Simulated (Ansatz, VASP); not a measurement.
## LiCl: VASP beside Ansatz

```
CELL_PARAMETERS angstrom
3.95711 0.00000 0.00000
-1.97855 3.42696 0.00000
0.00000 0.00000 5.49127
ATOMIC_POSITIONS crystal
Li 0.33333 0.66667 0.25000
Li 0.66667 0.33333 0.75000
Cl 0.66667 0.33333 0.25000
Cl 0.33333 0.66667 0.75000
```

Change from the starting cell: epitaxial_xy strain -4.9%.

Alike in both runs: task single point; functional r2SCAN; k mesh 12 × 12 × 6; no spin polarisation.

|  | VASP | Ansatz |
| --- | --- | --- |
| version | VASP 6.6.1 | Ansatz 0.2.0 |
| potentials or method | VASP PAW PBE potentials, release 64 (Li_sv, Cl) | plane waves, PAW |
| plane-wave cutoff (eV) | 520 | 500 |
| occupations | gaussian, width 0.01 eV | fixed |
| valence electrons in the cell | 20 | 20 |

```csv
,VASP,Ansatz,Ansatz less VASP
gap on the k mesh at the Fermi level (eV),6.51,6.45,-0.061
```

VASP's potentials were made for PBE, not for r2SCAN.

Noted on VASP's run: the cutoff is under 1.25 times that of the potentials, so the pressure is a little rough.
